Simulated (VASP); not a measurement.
A run of VASP 6.6.1:

The input INCAR:

```
PREC     = Accurate       # precision mode
ENCUT    = 500            # plane-wave cutoff, eV
EDIFF    = 1E-6           # SCF threshold, eV
ISMEAR   = 0              # smearing method
SIGMA    = 0.1            # smearing width, eV
LREAL    = False          # projectors in reciprocal space
LASPH    = True           # aspherical terms in the spheres
NELM     = 200            # most SCF steps
ALGO     = Normal         # electronic algorithm
ISIF     = 2              # what is computed and relaxed
LWAVE    = False          # write WAVECAR
LCHARG   = False          # write CHGCAR
ISPIN    = 2              # spin polarisation
MAGMOM   = 0 0 1 1        # initial moments
LORBIT   = 11             # projections on sites
LMAXMIX  = 6              # l up to which the mixer works
GGA      = PE             # functional
NBANDS   = 37             # bands
GGA_COMPAT= False
```

The input KPOINTS:

```
regular mesh
0
Gamma
  6 6 2
```

The input POSCAR:

```
NdMo
1.0
    4.1308335019      0.0000000000      0.0000000000
   -2.0654167509      3.5774067514      0.0000000000
    0.0000000000      0.0000000000      8.3450079609
Nd Mo
2 2
Direct
    0.0000000000      0.0000000000      0.2238904704
    0.0000000000      0.0000000000      0.7761095296
    0.3333333333      0.6666666667      0.5000000000
    0.6666666667      0.3333333333      0.5000000000
```

Potentials or basis: VASP PAW PBE potentials, release 64 (Nd_3, Mo_sv), 4f in core.

Run with:

```console
$ cat potpaw_PBE.64/Nd_3/POTCAR potpaw_PBE.64/Mo_sv/POTCAR > POTCAR
$ mpirun -np 1 vasp_std > vasp.out
```

Hardware: 1 thread of Intel(R) Xeon(R) 6975P-C (Granite Rapids), with other jobs on the host.

Q: How long does it take, and how much memory?

A: Run time: 56 s on 1 thread of Intel(R) Xeon(R) 6975P-C (Granite Rapids), on a shared host, peak memory 0.32 GiB. Counts: scf iterations 15, k points 14.
